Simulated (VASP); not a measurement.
A run of VASP 6.6.1:

The input INCAR:

```
SYSTEM = InP
PREC = Accurate ; ENCUT = 520
EDIFF = 1E-6 ; ISMEAR = -1
SIGMA = 0.03 ; LREAL = .FALSE.
LASPH = .TRUE. ; NELM = 80
ALGO = Normal ; ISIF = 2
LWAVE = .FALSE. ; LCHARG = .FALSE.
GGA = PE ; NBANDS = 16
```

File KPOINTS:

```
regular mesh
0
G
  11 11 11
  0 0 0
```

File POSCAR:

```
InP
1.0
    0.0856500000      2.8978250000      2.8978250000
    2.8978250000      0.0856500000      2.8978250000
    2.8978250000      2.8978250000      0.0856500000
In P
1 1
Direct
    0.0000000000      0.0000000000      0.0000000000
    0.5000000000      0.5000000000      0.5000000000
```

Potentials or basis: VASP PAW PBE potentials, release 64 (In_d, P).

Launch:

```bash
$ cat potpaw_PBE.64/In_d/POTCAR potpaw_PBE.64/P/POTCAR > POTCAR
$ mpirun -np 1 vasp_std > vasp.out
```

Hardware: 1 thread of Intel Xeon 8259CL, with other jobs on the host.

Problem. How long does it take, and how much memory?

Solution. It took 2.2 min on 1 thread of Intel Xeon 8259CL, on a shared host, peak memory 0.25 GiB. Counts: scf iterations 12, k points 146.
